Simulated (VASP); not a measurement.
## ZrC: single point with PBE

The system is ZrC.

```
CELL_PARAMETERS angstrom
0.00000 2.30634 2.30634
2.30634 0.00000 2.30634
2.30634 2.30634 0.00000
ATOMIC_POSITIONS crystal
Zr 0.50000 0.50000 0.50000
C 0.00000 0.00000 0.00000
```

This cell differs from its parent crystal: volume scaled by 0.94.

* Program: VASP 6.6.1
* Task: single point
* Functional: PBE
* Potentials or basis: VASP PAW PBE potentials, release 64 (Zr_sv, C)
* Cutoff: 520 eV
* k mesh: 16 × 16 × 16
* Occupations: gaussian, width 0.1 eV
* Spin: no spin polarisation

| Quantity | Value |
| --- | --- |
| Pressure | 15.8 GPa |
| Band gap on the k mesh | zero (band 8 reaches 11.23 eV, above the bottom of band 9 at 9.90 eV) |

Levels at points of the mesh, in eV from the Fermi level:
```
           k point  band 4  band 5  band 6  band 7  band 8  band 9  band 10  band 11  band 12  band 13
(0.00, 0.00, 0.00)  -25.55  -11.49    0.96    0.96    0.96    1.12     1.12     1.12     2.99     2.99
(0.50, 0.00, 0.00)  -25.64   -8.13   -5.51   -3.12   -3.12    4.82     4.82     5.70     6.79    10.83
(0.50, 0.50, 0.00)  -25.89  -10.38   -1.95   -1.94    0.13    0.13     4.77     6.09     6.09     8.73
```

Run time: 24 s on 1 thread of AMD EPYC 9R45 96-Core Processor (Zen 5) (shared host), peak memory 0.15 GiB.
